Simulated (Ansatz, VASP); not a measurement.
## Ni in VASP and in Ansatz

File INCAR:

```
SYSTEM = Ni
  ALGO = Normal
  EDIFF = 1E-6
  ENCUT = 590
  GGA = PS
  GGA_COMPAT = .FALSE.
  ISIF = 2
  ISMEAR = -1
  ISPIN = 2
  LASPH = .TRUE.
  LCHARG = .FALSE.
  LMAXMIX = 4
  LORBIT = 11
  LREAL = .FALSE.
  LWAVE = .FALSE.
  MAGMOM = 1.5
  NBANDS = 19
  NELM = 200
  NUPDOWN = 1.5
  PREC = Accurate
  SIGMA = 0.05
```

KPOINTS

```
k-points
0
G
  11 11 11
  0 0 0
```

POSCAR

```
Ni
1.0
    0.0000000000      1.7375729330      1.7375729330
    1.7375729330      0.0000000000      1.7375729330
    1.7375729330      1.7375729330      0.0000000000
Ni
1
Direct
    0.0000000000      0.0000000000      0.0000000000
```

Contents of input.yaml:

```yaml
crystal:
  lattice:
    - [0.0, 1.737572933, 1.737572933]
    - [1.737572933, 0.0, 1.737572933]
    - [1.737572933, 1.737572933, 0.0]
  atoms:
    - { symbol: Ni, position: [0.0, 0.0, 0.0], spin: 1.5 }
hamiltonian:
  xc: pbesol
  pseudopotentials: { kind: paw }
magnetization:
  spin_polarized: true
  initial_magnetization: 1.5
  spin_locking: { lock_magnetization: hard }
kpoints:
  mp_grid: { grid: [11, 11, 11] }
scf:
  occupations: { method: fermi_dirac, width: 0.05 }
  lower_state_search: "off"
output:
  forces: true
  stress: true
  eigenvalues: true
```

Alike in both runs: task single point; functional PBEsol; k mesh 11 × 11 × 11; occupations fermi-dirac, width 0.05 eV; collinear spin; fixed moment 1.5 μB.

|  | VASP | Ansatz |
| --- | --- | --- |
| version | VASP 6.6.1 | Ansatz 0.2.0 |
| potentials or method | VASP PAW PBE potentials, release 64 (Ni_sv_GW) | Ansatz PAW |
| plane-wave cutoff (eV) | 590 | 420 |
| valence electrons in the cell | 18 | 18 |

Ansatz gave:

```
pressure (GPa)                                                : 10.7
net moment per atom (μB)                                      : 1.50
size of the moment on the site where the two differ most (μB) : 1.42
```

Problem. Which values does VASP return?

Solution. Pressure (GPa): 6.5; net moment per atom (μB): 1.50; size of the moment on the site where the two differ most (μB): 1.43.

VASP's potentials were made for PBE, not for PBEsol. Site moments also hang on the region over which each program counts them.
